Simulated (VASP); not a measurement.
The system is Ti2RuC3.

```xyz
6
Lattice="3.1895 0.0000 0.0000 -1.5948 2.7622 0.0000 0.0000 0.0000 7.8456" Properties=species:S:1:pos:R:3 pbc="T T T"
Ti    0.0000    1.8415    5.1781
Ti    1.5948    0.9207    2.6675
Ru    0.0000    0.0000    0.0000
C     0.0000    0.0000    3.9228
C     0.0000    1.8415    1.2945
C     1.5948    0.9207    6.5511
```

```yaml
Program: VASP 6.6.1
Task: relaxation of cell and atoms
Functional: PBE
Potentials_or_basis: VASP PAW PBE potentials, release 64 (Ti_sv, Ru_pv, C)
Cutoff: 600 eV
k_mesh: 6 × 6 × 2
Occupations: gaussian, width 0.2 eV
Spin: no spin polarisation
```

At the start: pressure -27.4 GPa; volume 11.52 Å³/atom.

Task: How do energy, volume and symmetry change on relaxing?

Result: Over 11 steps the energy falls by 177.2 meV/atom and the volume is 10.07 Å³/atom (-12.6 %); space group P-3m1 (No. 164, to 0.1 Å) before and after.

Step by step:
| step | energy change (eV) | largest force (eV/Å) | pressure (GPa) | volume (Å³) |
| --- | --- | --- | --- | --- |
| 1 | 0.0000 | 1.1423 | -27.37 | 69.12 |
| 2 | 0.5958 | 0.8008 | 64.09 | 51.23 |
| 3 | -0.9108 | 1.2422 | 0.10 | 60.42 |
| 4 | -0.9123 | 1.2383 | 1.38 | 60.14 |
| 5 | -1.0290 | 0.2496 | 1.33 | 60.10 |
| 6 | -1.0421 | 0.3478 | 1.62 | 60.08 |
| 7 | -1.0424 | 0.3337 | 1.58 | 60.09 |
| 8 | -1.0592 | 0.1239 | -2.26 | 60.92 |
| 9 | -1.0598 | 0.1573 | -1.67 | 60.79 |
| 10 | -1.0616 | 0.0803 | 1.26 | 60.15 |
| 11 | -1.0634 | 0.0299 | 0.03 | 60.41 |

Final structure:
```xyz
6
Lattice="3.1097 0.0000 0.0000 -1.5549 2.6931 0.0000 0.0000 0.0000 7.2138" Properties=species:S:1:pos:R:3 pbc="T T T"
Ti    0.0000    1.7954    4.8577
Ti    1.5549    0.8977    2.3560
Ru    0.0000    0.0000    0.0000
C     0.0000    0.0000    3.6069
C     0.0000    1.7954    1.1512
C     1.5549    0.8977    6.0626
```

Caveat: the k points lie up to 0.44 Å⁻¹ apart in the final cell.
